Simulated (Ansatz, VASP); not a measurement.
**One calculation of Ti, two programs**

```xyz
1
Lattice="0.0000 2.0963 2.0963 2.0963 0.0000 2.0963 2.0963 2.0963 0.0000" Properties=species:S:1:pos:R:3 pbc="T T T"
Ti    0.0000    0.0000    0.0000
```

Alike in both runs: task single point; functional PBE; k mesh 18 × 18 × 18; occupations gaussian, width 0.1 eV; no spin polarisation.

|  | VASP | Ansatz |
| --- | --- | --- |
| version | VASP 6.6.1 | Ansatz 0.2.0 |
| potentials or method | VASP PAW PBE potentials, release 64 (Ti_sv), cutoff 500 eV | scalar-relativistic, plane waves, PAW |
| valence electrons in the cell | 12 | 12 |

Ansatz gave:

* gap on the k mesh at the Fermi level (eV): none
* pressure (GPa): -5.7

Problem. What did VASP give for the same quantities?

Solution. gap on the k mesh at the Fermi level (eV): none; pressure (GPa): -5.9.

A gap of «none» marks a metal or a gap that the smearing closes.
